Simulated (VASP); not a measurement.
**Si6O11 (a cell with a defect): single point with PBE+D3(BJ)**

Crystal: Si6O11 (a cell with a defect).

```
Si O
1.0
    -2.45739    4.25633    0.00000
     0.00000    0.00000    5.42103
     7.37217    4.25633    0.00000
Si O
6 11
Direct
  0.76698 0.66667 0.23302
  0.26698 0.66667 0.73302
  0.96604 0.33333 0.50000
  0.46604 0.33333 0.00000
  0.26698 0.00000 0.26698
  0.76698 0.00000 0.76698
  0.27300 0.22034 0.13704
  0.77300 0.22034 0.63704
  0.06906 0.88700 0.79498
  0.65793 0.55367 0.06798
  0.15793 0.55367 0.56798
  0.06906 0.77966 0.20502
  0.56906 0.77966 0.70502
  0.27465 0.00528 0.44594
  0.65793 0.11300 0.93202
  0.77300 0.44633 0.36296
  0.27300 0.44633 0.86296
```

This cell differs from its parent crystal: atom 14 moved 0.250 of the way to it and +0.500 Å across, host rigid.

```yaml
Program: VASP 6.6.1
Task: single point
Functional: PBE
Dispersion: D3(BJ)
Potentials_or_basis: VASP PAW PBE potentials, release 64 (Si, O)
Cutoff: 520 eV
k_mesh: 4 × 4 × 2
Occupations: gaussian, width 0.05 eV
Spin: no spin polarisation
```

```json
{"Largest force": "3.750 eV/Å", "Dispersion energy per atom": "-0.143 eV"}
```

Forces in eV/Å, atoms in the order of the input:
```
Si  -2.045  0.711 -2.290
Si   0.303  0.370  0.115
Si   2.135  1.929  0.855
Si  -1.606 -1.406 -0.449
Si  -2.330 -2.814  0.569
Si   0.187  0.233 -0.632
O    1.479  0.858 -1.107
O   -1.570 -0.072  0.063
O   -0.025  0.044 -0.026
O    0.913  0.922  1.444
O   -0.928 -1.009 -1.382
O    0.107 -0.659  0.303
O   -0.120  0.174  0.023
O    2.798  0.633  2.415
O    0.664  0.212  0.406
O   -0.269 -0.372 -0.181
O    0.304  0.246 -0.125
```

Levels at points of the mesh, in eV from the Fermi level:
```
           k point  band 40  band 41  band 42  band 43  band 44  band 45  band 46  band 47  band 48  band 49
(0.00, 0.00, 0.00)    -0.94    -0.82    -0.57    -0.51    -0.18    -0.01     3.65     5.17     6.34     6.89
(0.50, 0.00, 0.00)    -0.97    -0.72    -0.60    -0.18    -0.09     0.81     3.17     4.75     6.61     6.88
(0.00, 0.50, 0.00)    -1.10    -0.91    -0.51    -0.41    -0.01     0.15     3.33     5.40     6.51     7.57
(0.50, 0.50, 0.00)    -0.81    -0.63    -0.62    -0.59    -0.50     0.67     3.71     4.21     6.61     6.95
(0.00, 0.00, 0.50)    -0.92    -0.83    -0.50    -0.42    -0.16    -0.02     3.63     5.19     6.24     6.72
(0.50, 0.00, 0.50)    -1.00    -0.71    -0.59    -0.19    -0.10     0.81     3.16     4.75     6.60     6.91
(0.00, 0.50, 0.50)    -1.10    -0.80    -0.55    -0.42    -0.01     0.18     3.37     5.38     6.47     7.44
(0.50, 0.50, 0.50)    -0.84    -0.64    -0.62    -0.44    -0.42     0.60     3.74     4.21     6.59     6.97
```

Run time: 7.1 min on 1 thread of Intel Xeon 6975P-C (shared host), peak memory 0.39 GiB.

Caveat: the k points lie up to 0.37 Å⁻¹ apart; the cell carries a net charge on a neutralising background, which shifts energy and pressure; the cell differs from its parent crystal (atom 14 moved 0.250 of the way to it and +0.500 Å across, host rigid); the cell is charged against a uniform background, so pressure and absolute levels hang on convention.
